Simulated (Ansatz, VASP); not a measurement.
## One calculation of MnHg, two programs

Contents of INCAR:

```
SYSTEM = MnHg
PREC = Accurate
ENCUT = 520
EDIFF = 1E-6
ISMEAR = -1
SIGMA = 0.1
LREAL = .False.
LASPH = .True.
NELM = 150
ALGO = Normal
ISIF = 2
LWAVE = .False.
LCHARG = .True.
ISPIN = 2
MAGMOM = 4 0
LORBIT = 11
LMAXMIX = 4
GGA = PE
LELF = .True.
LVHAR = .True.
NBANDS = 24
```

File KPOINTS:

```
regular mesh
0
Gamma
  10 10 10
  0 0 0
```

POSCAR

```
MnHg
1.0
    3.3693539228      0.0000000000      0.0000000000
    0.0000000000      3.3693539228      0.0000000000
    0.0000000000      0.0000000000      3.3693539228
Mn Hg
1 1
Direct
    0.5000000000      0.5000000000      0.5000000000
    0.0000000000      0.0000000000      0.0000000000
```

Input for Ansatz:

```yaml
crystal:
  lattice:
    - [3.3693539228, 0.0, 0.0]
    - [0.0, 3.3693539228, 0.0]
    - [0.0, 0.0, 3.3693539228]
  atoms:
    - { symbol: Mn, position: [0.5, 0.5, 0.5], spin: 4.0 }
    - { symbol: Hg, position: [0.0, 0.0, 0.0] }
magnetization:
  spin_polarized: true
kpoints:
  mp_grid: { grid: [10, 10, 10] }
scf:
  occupations: { method: fermi_dirac, width: 0.1 }
  lower_state_search: "off"
hamiltonian:
  xc: pbe
  pseudopotentials: { kind: all_electron, lapw: { basis_error: 0.001 } }
output:
  forces: true
  stress: true
  eigenvalues: false
  populations: true
```

Change from the starting cell: volume scaled by 1.05, LAPW.

Alike in both runs: task single point; functional PBE; k mesh 10 × 10 × 10; occupations fermi-dirac, width 0.1 eV; collinear spin.

|  | VASP | Ansatz |
| --- | --- | --- |
| version | VASP 6.6.1 | Ansatz 0.2.0 |
| potentials or method | VASP PAW PBE potentials, release 64 (Mn_pv, Hg), cutoff 520 eV | all-electron LAPW, scalar-relativistic |

```csv
,VASP,Ansatz,Ansatz less VASP
pressure (GPa),-2.6,-2.9,-0.33
net moment per atom (μB),2.00,2.00,0.000
size of the moment on the site where the two differ most (μB),3.89,4.02,+0.127
```

Site moments also hang on the region over which each program counts them. Ansatz ran all-electron here, and VASP with PAW potentials.

Neither program's run includes spin-orbit coupling.
